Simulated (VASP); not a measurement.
Y3NbO2:

```
Y Nb O
1.0
     3.18188    0.00000    0.00000
     0.00000    3.18188    0.00000
     0.00000    0.00000    9.75258
Y Nb O
3 1 2
Direct
  0.50000 0.50000 0.18173
  0.50000 0.50000 0.50000
  0.50000 0.50000 0.81827
  0.00000 0.00000 0.00000
  0.00000 0.00000 0.33928
  0.00000 0.00000 0.66072
```

```yaml
Program: VASP 6.6.1
Task: relaxation of cell and atoms
Functional: PBE
Potentials_or_basis: VASP PAW PBE potentials, release 64 (Y_sv, Nb_sv, O)
Cutoff: 600 eV
k_mesh: 6 × 6 × 2
Occupations: gaussian, width 0.1 eV
Spin: no spin polarisation
```

At the start: pressure 6.9 GPa; volume 16.46 Å³/atom.

Problem. How do energy, volume and symmetry change on relaxing?

Solution. Over 18 steps the energy falls by 381.6 meV/atom and the volume is 16.99 Å³/atom (+3.2 %); space group P4/mmm (No. 123, to 0.05 Å).

Step by step:
| step | energy change (eV) | largest force (eV/Å) | pressure (GPa) | volume (Å³) |
| --- | --- | --- | --- | --- |
| 1 | 0.0000 | 2.3100 | 6.94 | 98.74 |
| 2 | -1.0206 | 1.1918 | -4.37 | 109.11 |
| 3 | -1.1146 | 1.0874 | -7.30 | 112.78 |
| 4 | -1.8693 | 1.0742 | -3.40 | 105.37 |
| 5 | -1.9214 | 1.0594 | -2.00 | 103.55 |
| 6 | -1.8794 | 1.0188 | 1.29 | 99.87 |
| 7 | -1.9323 | 1.0523 | -1.17 | 102.53 |
| 8 | -2.1752 | 0.6586 | 2.67 | 98.61 |
| 9 | -2.1892 | 0.4813 | 4.14 | 97.39 |
| 10 | -2.2452 | 0.3516 | -1.31 | 102.42 |
| 11 | -2.2577 | 0.2360 | 0.20 | 100.88 |
| 12 | -2.2766 | 0.1802 | -0.41 | 101.59 |
| 13 | -2.2786 | 0.1845 | -0.69 | 101.92 |
| 14 | -2.2852 | 0.0739 | 0.56 | 100.95 |
| 15 | -2.2852 | 0.0704 | 0.59 | 100.93 |
| 16 | -2.2888 | 0.0540 | 0.21 | 101.48 |
| 17 | -2.2889 | 0.0522 | 0.13 | 101.62 |
| 18 | -2.2895 | 0.0393 | -0.17 | 101.94 |

Final structure:
```cif
data_structure
_symmetry_space_group_name_H-M 'P 1'
_symmetry_Int_Tables_number 1
_cell_length_a 3.0192
_cell_length_b 3.0192
_cell_length_c 11.1836
_cell_angle_alpha 90.000
_cell_angle_beta 90.000
_cell_angle_gamma 90.000
_cell_volume 101.94
loop_
_atom_site_label
_atom_site_type_symbol
_atom_site_fract_x
_atom_site_fract_y
_atom_site_fract_z
_atom_site_occupancy
Y1 Y 0.50000 0.50000 0.21625 1
Y2 Y 0.50000 0.50000 0.50000 1
Y3 Y 0.50000 0.50000 0.78375 1
Nb1 Nb 0.00000 0.00000 0.00000 1
O1 O 0.00000 0.00000 0.37933 1
O2 O 0.00000 0.00000 0.62067 1
```
